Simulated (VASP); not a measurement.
Set up this calculation in VASP 6.6.1, as the native input.

```yaml
Task: single point
Functional: PBE
Potentials_or_basis: VASP PAW PBE potentials, release 64 (Ga_d, Sb)
Cutoff: 520 eV
k_mesh: 12 × 12 × 12
Occupations: gaussian, width 0.1 eV
Spin: no spin polarisation
Dipole_correction: no
Further_INCAR_settings: ALGO = Normal; EDIFF = 1e-06; NBANDS = 16
```

The structure of GaSb lies in POSCAR:

```
GaSb
1.0
    0.0000000000      3.1376842253      3.1376842253
    3.1376842253      0.0000000000      3.1376842253
    3.1376842253      3.1376842253      0.0000000000
Ga Sb
1 1
Direct
    0.0000000000      0.0000000000      0.0000000000
    0.2500000000      0.2500000000      0.2500000000
```

This cell differs from its parent crystal: volume scaled by 1.03.

The input as run:

INCAR

```
SYSTEM = GaSb
  PREC = Accurate
  ENCUT = 520
  EDIFF = 1E-6
  ISMEAR = 0
  SIGMA = 0.1
  LREAL = .FALSE.
  LASPH = .TRUE.
  NELM = 100
  ALGO = Normal
  ISIF = 2
  LWAVE = .FALSE.
  LCHARG = .FALSE.
  GGA = PE
  NBANDS = 16
```

KPOINTS

```
regular mesh
0
G
  12 12 12
  0 0 0
```

Potentials or basis: VASP PAW PBE potentials, release 64 (Ga_d, Sb).

The run is started by

```bash
$ cat potpaw_PBE.64/Ga_d/POTCAR potpaw_PBE.64/Sb/POTCAR > POTCAR
$ mpirun -np 1 vasp_std > vasp.out
```

It gave:

| Property | Result |
| --- | --- |
| Pressure | -1.2 GPa |
| Band gap on the k mesh | zero (filled and empty bands touch) |

Caveat: spin-orbit coupling is left out, which moves the levels of the heavy elements.

It took 100 s on 1 thread of Intel Xeon 8259CL, with other jobs on the host, peak memory 0.25 GiB.
